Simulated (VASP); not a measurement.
Here is a VASP 6.6.1 calculation.

File POSCAR:

```
MoS2
1.0
    3.1690000000      0.0000000000      0.0000000000
   -1.5845000000      2.7444345046      0.0000000000
    0.0000000000      0.0000000000     12.3240000000
Mo S
2 4
Direct
    0.3333333333      0.6666666667      0.2500000000
    0.6666666667      0.3333333333      0.7500000000
    0.3333333333      0.6666666667      0.6230000000
    0.6666666667      0.3333333333      0.1230000000
    0.3333333333      0.6666666667      0.8770000000
    0.6666666667      0.3333333333      0.3770000000
```

Contents of INCAR.step1:

```
ALGO     = Normal         # electronic algorithm
EDIFF    = 1E-4           # SCF threshold, eV
ENCUT    = 520            # plane-wave cutoff, eV
GGA      = PE             # functional
ISMEAR   = 0              # smearing method
LASPH    = True           # aspherical terms in the spheres
LCHARG   = False          # write CHGCAR
LREAL    = False          # projectors in reciprocal space
LWAVE    = True           # write WAVECAR
NBANDS   = 35             # bands
NELM     = 100            # most SCF steps
PREC     = Accurate       # precision mode
SIGMA    = 0.1            # smearing width, eV
```

Contents of INCAR.step2:

```
ALGO     = Normal         # electronic algorithm
EDIFF    = 1E-7           # SCF threshold, eV
ENCUT    = 520            # plane-wave cutoff, eV
ISIF     = 2              # what is computed and relaxed
ISMEAR   = 0              # smearing method
ISTART   = 1            
LASPH    = True           # aspherical terms in the spheres
LCHARG   = False          # write CHGCAR
LMIXTAU  = True         
LREAL    = False          # projectors in reciprocal space
LWAVE    = False          # write WAVECAR
METAGGA  = R2SCAN         # meta-GGA
NBANDS   = 35             # bands
NELM     = 100            # most SCF steps
PREC     = Accurate       # precision mode
SIGMA    = 0.1            # smearing width, eV
```

The input KPOINTS:

```
k-points
0
Gamma
  6 6 2
```

Potentials or basis: VASP PAW PBE potentials, release 64 (Mo_sv, S).

The run is started by

```console
$ cat potpaw_PBE.64/Mo_sv/POTCAR potpaw_PBE.64/S/POTCAR > POTCAR
$ cp INCAR.step1 INCAR
$ mpirun -np 1 vasp_std > vasp.out
$ cp INCAR.step2 INCAR
$ mpirun -np 1 vasp_std > vasp.out
```

Problem. Predict the pressure.

Solution. 0.8 GPa.

Problem. Predict the largest force.

Solution. 0.235 eV/Å.

Problem. Predict the band gap on the k mesh.

Solution. 1.00 eV, indirect (least direct gap 1.77 eV).

Stress tensor (GPa, compression positive):
```
 1.23  0.00  0.00
 0.00  1.23  0.00
 0.00  0.00 -0.03
```

Caveat: the PAW data sets were made with another functional, which shifts forces and pressure a little.

**Measured values to compare with.**

From “Multiwavelength excitation Raman Scattering Analysis of bulk and 2 dimensional MoS2: Vibrational properties of atomically thin MoS2 layers”, 2015, arxiv:1506.03228, for a bulk crystal of MoS2 at 300 K: band gap 1.3 eV (indirect).

Measured gap of MoS2: 1.3 eV (indirect; 300 K; “Multiwavelength excitation Raman Scattering Analysis of bulk and 2 dimensional MoS2: Vibrational properties of atomically thin MoS2 layers”, 2015, arxiv:1506.03228). This calculation gives 1.00 eV (-0.30 eV). Spin-orbit coupling on Mo is left out. The value is that of r2SCAN on a finite k mesh, which can miss the band edges, without temperature or zero-point motion.
